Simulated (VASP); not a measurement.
Here is a VASP 6.6.1 calculation.

Contents of INCAR:

```
ALGO     = Normal         # electronic algorithm
EDIFF    = 1E-6           # SCF threshold, eV
ENCUT    = 500            # plane-wave cutoff, eV
GGA      = PE             # functional
GGA_COMPAT= F            
ISIF     = 2              # what is computed and relaxed
ISMEAR   = -1             # smearing method
LASPH    = T              # aspherical terms in the spheres
LCHARG   = T              # write CHGCAR
LELF     = T              # ELF
LREAL    = F              # projectors in reciprocal space
LVHAR    = T            
LWAVE    = F              # write WAVECAR
NBANDS   = 10             # bands
NELM     = 120            # most SCF steps
PREC     = Accurate       # precision mode
SIGMA    = 0.05           # smearing width, eV
```

The input KPOINTS:

```
k-points
0
Gamma
  14 14 14
```

Contents of POSCAR:

```
Ir
1.0
    2.5699655024      0.0000000000      0.0000000000
    0.0000000000      2.5699655024      0.0000000000
    0.0000000000      0.0000000000      2.5699655024
Ir
1
Direct
    0.0000000000      0.0000000000      0.0000000000
```

Potentials or basis: VASP PAW PBE potentials, release 64 (Ir).

Command:

```bash
$ cat potpaw_PBE.64/Ir/POTCAR > POTCAR
$ mpirun -np 1 vasp_std > vasp.out
```

Problem. Predict the pressure.

Solution. 0.2 GPa.
